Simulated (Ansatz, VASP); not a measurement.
# BN in VASP and in Ansatz

Contents of POSCAR:

```
BN
1.0
    2.5821260212      0.0000000000      0.0000000000
   -1.2910630106      2.2361867302      0.0000000000
    0.0000000000      0.0000000000      4.0815125866
B N
2 2
Direct
    0.6666666667      0.3333333333      0.9997995909
    0.3333333333      0.6666666667      0.4997995909
    0.6666666667      0.3333333333      0.6252004091
    0.3333333333      0.6666666667      0.1252004091
```

Contents of INCAR.step1:

```
SYSTEM = BN
ALGO = Normal
EDIFF = 1E-4
ENCUT = 520
GGA = PE
ISMEAR = 0
LASPH = .True.
LCHARG = .False.
LREAL = .False.
LWAVE = .True.
NBANDS = 16
NELM = 60
PREC = Accurate
SIGMA = 0.05
```

Contents of INCAR.step2:

```
SYSTEM = BN
ALGO = Normal
EDIFF = 1E-7
ENCUT = 520
ISIF = 2
ISMEAR = 0
ISTART = 1
LASPH = .True.
LCHARG = .False.
LMIXTAU = .True.
LREAL = .False.
LWAVE = .False.
METAGGA = R2SCAN
NBANDS = 16
NELM = 60
PREC = Accurate
SIGMA = 0.05
```

KPOINTS

```
k-points
0
Gamma
  12 12 6
  0 0 0
```

Input for Ansatz:

```yaml
crystal:
  lattice:
    - [2.5821260212, 0.0, 0.0]
    - [-1.2910630106, 2.2361867302, 0.0]
    - [0.0, 0.0, 4.0815125866]
  atoms:
    - { symbol: B, position: [0.6666666667, 0.3333333333, 0.9997995909] }
    - { symbol: B, position: [0.3333333333, 0.6666666667, 0.4997995909] }
    - { symbol: "N", position: [0.6666666667, 0.3333333333, 0.6252004091] }
    - { symbol: "N", position: [0.3333333333, 0.6666666667, 0.1252004091] }
basis:
  ecutwfc: 500
kpoints:
  mp_grid: { grid: [12, 12, 6] }
hamiltonian:
  xc: r2scan
scf:
  occupations: { method: gaussian, width: 0.05 }
output:
  forces: true
  stress: true
  eigenvalues: true
```

Change from the starting cell: strain +0.015 along x and y, -0.030 along z, atoms carried along.

Alike in both runs: task single point; functional r2SCAN; k mesh 12 × 12 × 6; occupations gaussian, width 0.05 eV; no spin polarisation.

|  | VASP | Ansatz |
| --- | --- | --- |
| version | VASP 6.6.1 | Ansatz 0.2.0 |
| potentials or method | VASP PAW PBE potentials, release 64 (B, N), cutoff 520 eV | scalar-relativistic, plane waves, PAW |
| valence electrons in the cell | 16 | 16 |

```tsv
	VASP	Ansatz	Ansatz less VASP
gap on the k mesh at the Fermi level (eV)	5.88	5.91	+0.034
least direct gap on the mesh (eV)	8.59	8.61	+0.022
pressure (GPa)	2.6	1.5	-1.13
traceless stress, the component that is largest in VASP (GPa)	31.31	31.13	-0.179
rms of the force components (eV/Å)	0.059	0.054	-0.0047
```

VASP's potentials were made for PBE, not for r2SCAN. Atom by atom the forces differ by 0.005 eV/Å (rms over components).
